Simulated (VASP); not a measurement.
# BP (rocksalt type) (Fm-3m) in VASP: notebook

The runs below take BP (rocksalt type) through single point, with PBEsol.

All numbers are computed with VASP 6.6.1; they aren't measurements. Logs are shortened: lines on timing, memory, paths and dates and some standing lists are left out, and cuts for length are marked.

## 1. The cell of the first run

Symmetry: Fm-3m, No. 225, cubic system. Conventional cell: a = 3.845 Å, b = 3.845 Å, c = 3.845 Å, α = 90.00°, β = 90.00°, γ = 90.00°. B (site symmetry m-3m) has 6 P at 1.92 Å within 2.5 Å. P (site symmetry m-3m) has 6 B at 1.92 Å within 2.5 Å.

## 2. Single point, PBEsol (volume scaled by 0.72)

Contents of INCAR:

```
SYSTEM = BP
PREC     = Accurate       ! precision mode
ENCUT    = 520            ! plane-wave cutoff, eV
EDIFF    = 1E-7           ! SCF threshold, eV
ISMEAR   = -1             ! smearing method
SIGMA    = 0.1            ! smearing width, eV
LREAL    = .False.        ! projectors in reciprocal space
LASPH    = .True.         ! aspherical terms in the spheres
NELM     = 80             ! most SCF steps
ALGO     = Normal         ! electronic algorithm
ISIF     = 2              ! what is computed and relaxed
LWAVE    = .False.        ! write WAVECAR
LCHARG   = .False.        ! write CHGCAR
GGA      = PS             ! functional
NBANDS   = 11             ! bands
```

Contents of KPOINTS:

```
regular mesh
0
Gamma
  15 15 15
  0 0 0
```

Contents of POSCAR:

```
BP
1.0
    0.0000000000      1.9224815041      1.9224815041
    1.9224815041      0.0000000000      1.9224815041
    1.9224815041      1.9224815041      0.0000000000
B P
1 1
Direct
    0.0000000000      0.0000000000      0.0000000000
    0.5000000000      0.5000000000      0.5000000000
```

Potentials or basis: VASP PAW PBE potentials, release 64 (B, P).

Command:

```console
cat potpaw_PBE.64/B/POTCAR potpaw_PBE.64/P/POTCAR > POTCAR
mpirun -np 1 vasp_std > vasp.out
```

OUTCAR:

```text
SYSTEM = BP
   PREC = Accurate
   ENCUT = 520
   EDIFF = 1E-7
   ISMEAR = -1
   LREAL = .False.
   LASPH = .True.
   NELM = 80
   ISIF = 2
   GGA = PS

 ion  position               nearest neighbor table
   1  0.000  0.000  0.000-   2 1.92   2 1.92   2 1.92   2 1.92   2 1.92   2 1.92
   2  0.500  0.500  0.500-   1 1.92   1 1.92   1 1.92   1 1.92   1 1.92   1 1.92

  LATTYP: Found a face centered cubic cell.
 ALAT       =     3.8449630082

  Lattice vectors:

 A1 = (   0.0000000000,   1.9224815041,   1.9224815041)
 A2 = (   1.9224815041,   0.0000000000,   1.9224815041)
 A3 = (   1.9224815041,   1.9224815041,   0.0000000000)

Analysis of symmetry for initial positions (statically):
=====================================================================
 Subroutine PRICEL returns:
 Original cell was already a primitive cell.

 Routine SETGRP: Setting up the symmetry group for a
 face centered cubic supercell.

 Subroutine GETGRP returns: Found 48 space group operations
 (whereof 48 operations were pure point group operations)
 out of a pool of 48 trial point group operations.

The static configuration has the point symmetry O_h .

Analysis of symmetry for dynamics (positions and initial velocities):
=====================================================================
 Subroutine PRICEL returns:
 Original cell was already a primitive cell.

 Routine SETGRP: Setting up the symmetry group for a
 face centered cubic supercell.

 Subroutine GETGRP returns: Found 48 space group operations
 (whereof 48 operations were pure point group operations)
 out of a pool of 48 trial point group operations.

The dynamic configuration has the point symmetry O_h .

 Subroutine INISYM returns: Found 48 space group operations
 (whereof 48 operations are pure point group operations),
 and found     1 'primitive' translations

----------------------------------------------------------------------------------------

                                     Primitive cell

  volume of cell :      14.2107

  direct lattice vectors                    reciprocal lattice vectors
     0.000000000  1.922481504  1.922481504    -0.260080526  0.260080526  0.260080526
     1.922481504  0.000000000  1.922481504     0.260080526 -0.260080526  0.260080526
     1.922481504  1.922481504  0.000000000     0.260080526  0.260080526 -0.260080526

  length of vectors
[... 82 lines left out ...]
   EDIFF  = 0.1E-06   stopping-criterion for ELM
   LREAL  =      F    real-space projection
   EDIFFG = 0.1E-05   stopping-criterion for IOM
   NSW    =      0    number of steps for IOM
   IBRION =     -1    ionic relax: 0-MD 1-quasi-New 2-CG
   NFREE  =      0    steps in history (QN), initial steepest desc. (CG)
   ISIF   =      2    stress and relaxation
   ISYM   =      2    0-nonsym 1-usesym 2-fastsym
   POTIM  = 0.5000    time-step for ionic-motion
   TEBEG  =    0.0;   TEEND  =   0.0 temperature during run
   PSTRESS=    0.0 pullay stress
   NELECT =       8.0000    total number of electrons
   NUPDOWN=      -1.0000    fix difference up-down
   EMIN   =  10.00;   EMAX   =-10.00  energy-range for DOS
   EFERMI =   0.00;   METHOD = LEGACY
   ISMEAR =    -1;   SIGMA  =   0.10  broadening in eV -4-tet -1-fermi 0-gaus
   EFERMI_NEDOS =   21; number of points for ismear=-14 and -15
   IALGO  =     38    algorithm
   IMIX   =      4    mixing-type and parameters
     AMIX     =   0.40;   BMIX     =  1.00
     AMIX_MAG =   1.60;   BMIX_MAG =  1.00
  volume/ion in A,a.u.               =       7.11        47.95
  Fermi-wavevector in a.u.,A,eV,Ry     =   1.351759  2.554454 24.861284  1.827253
  Thomas-Fermi vector in A             =   2.479154
   LORBIT       =      0    0 simple, 1 ext, 2 COOP (PROOUT), +10 PAW based schemes
   GGA     = PS    functional components
   LHFCALC =     F    Hartree Fock is set to
   AEXX    =    0.0000 exact exchange contribution
   IVDW    =     0    specifies the selected vdW correction
   LEPSILON=     F    determine dielectric tensor
   LRPA    =     F    only Hartree local field effects (RPA)
 non-spin polarized calculation
  energy-cutoff  :      520.00
  volume of cell :       14.21
 maximum number of plane-waves:       391
   NGX = 11   NGY = 11   NGZ = 11

 number of electron       7.9999999 magnetization

 Free energy of the ion-electron system (eV)
  ---------------------------------------------------
  ext. energy  EPLUGINS =         0.00000000
  ---------------------------------------------------
  free energy    TOTEN  =       -10.34582041 eV

  energy without entropy =      -10.32530988  energy(sigma->0) =      -10.33556514

 E-fermi :  15.3156     XC(G=0): -13.5525

 val. band max:       15.3074195247   @ k =   0.0667   0.0000   0.0000
 cond. band min:      15.3861888845   @ k =  -0.4000   0.3333   0.0000
 fundamental gap:      0.0787693598
 Fermi energy:        15.3156398098

 k-point     1 :       0.0000    0.0000    0.0000
  band No.  band energies     occupation
      1      -6.0364      2.00000
      2      15.4007      0.59866
      3      15.4007      0.59866
      4      15.4007      0.59866
      5      22.6767      0.00000
      6      22.6767      0.00000
      7      22.6767      0.00000
      8      26.8636      0.00000
      9      26.8636      0.00000
     10      26.8636      0.00000
     11      28.1624      0.00000
[... 309 lines left out ...]
 k-point    24 :       0.2000    0.1333    0.0000
  band No.  band energies     occupation
      1      -4.9632      2.00000
      2      12.0482      2.00000
      3      12.9665      2.00000
      4      15.1725      1.61414
      5      18.0443      0.00000
      6      20.2585      0.00000
      7      25.9659      0.00000
      8      26.7136      0.00000
      9      27.2698      0.00000
     10      27.4180      0.00000
     11      30.9328      0.00000

 [... further k-points ...]
[... 5 lines left out ...]
  --------------------------------------------------------------------------------------
  -------------------------------------------------------------------------------------
  Total        9.0698688      9.0698688      9.0698688      0.0000000      0.0000000      0.0000000
  in kB     1022.5747878   1022.5747878   1022.5747878      0.0000000      0.0000000      0.0000000
  external PRESSURE =    1022.5747878 kB  Pullay stress =       0.0000000 kB

 VOLUME and BASIS-vectors are now :
 -----------------------------------------------------------------------------
  energy-cutoff  :      520.00
  volume of cell :       14.21
      direct lattice vectors                 reciprocal lattice vectors
     0.000000000  1.922481504  1.922481504    -0.260080526  0.260080526  0.260080526
     1.922481504  0.000000000  1.922481504     0.260080526 -0.260080526  0.260080526
     1.922481504  1.922481504  0.000000000     0.260080526  0.260080526 -0.260080526

 POSITION                                       TOTAL-FORCE (eV/Angst)
 -----------------------------------------------------------------------------------
      0.00000      0.00000      0.00000        -0.000000      0.000000      0.000000
      1.92248      1.92248      1.92248         0.000000     -0.000000     -0.000000
 -----------------------------------------------------------------------------------
    total drift:                                0.000000      0.000000     -0.000000

  FREE ENERGIE OF THE ION-ELECTRON SYSTEM (eV)
  ---------------------------------------------------
  free  energy   TOTEN  =       -10.3458204054 eV

  energy  without entropy=      -10.3253098761  energy(sigma->0) =      -10.33556514
```

Wall time 9 s (1 thread of Intel Xeon 6975P-C, shared host); peak memory 0.13 GiB.

Results:

| Quantity | Value |
| --- | --- |
| Free energy | -10.3458 eV |
| Pressure | 102.3 GPa |
| Band gap on the k mesh | zero (band 4 reaches 16.35 eV, above the bottom of band 5 at 13.63 eV) |

Caveat: the PAW data sets were made with another functional, which shifts forces and pressure a little.

## 3. Single point, PBEsol (volume scaled by 0.88)

Contents of INCAR:

```
SYSTEM = BP
  PREC = Accurate
  ENCUT = 520
  EDIFF = 1E-7
  ISMEAR = -1
  SIGMA = 0.1
  LREAL = .FALSE.
  LASPH = .TRUE.
  NELM = 80
  ALGO = Normal
  ISIF = 2
  LWAVE = .FALSE.
  LCHARG = .FALSE.
  GGA = PS
  NBANDS = 11
```

Contents of KPOINTS:

```
regular mesh
0
G
  15 15 15
  0 0 0
```

Contents of POSCAR:

```
BP
1.0
    0.0000000000      2.0554751410      2.0554751410
    2.0554751410      0.0000000000      2.0554751410
    2.0554751410      2.0554751410      0.0000000000
B P
1 1
Direct
    0.0000000000      0.0000000000      0.0000000000
    0.5000000000      0.5000000000      0.5000000000
```

Potentials or basis: VASP PAW PBE potentials, release 64 (B, P).

Command:

```console
cat potpaw_PBE.64/B/POTCAR potpaw_PBE.64/P/POTCAR > POTCAR
mpirun -np 1 vasp_std > vasp.out
```

Run time: 11 s. Hardware: 1 thread of Intel Xeon 6975P-C, shared host; peak memory 0.14 GiB.

It converged, with:

| Property | Result |
| --- | --- |
| Free energy | -11.5280 eV |
| Pressure | 27.6 GPa |
| Band gap on the k mesh | zero (band 4 reaches 13.22 eV, above the bottom of band 5 at 9.54 eV) |

Levels at points of the mesh, in eV from the Fermi level:
| k point | band 1 | band 2 | band 3 | band 4 | band 5 | band 6 | band 7 | band 8 |
| --- | --- | --- | --- | --- | --- | --- | --- | --- |
| (0.00, 0.00, 0.00) | -18.67 | 0.05 | 0.05 | 0.05 | 7.71 | 7.71 | 7.71 | 9.31 |

Caveat: the PAW data sets were made with another functional, which shifts forces and pressure a little.
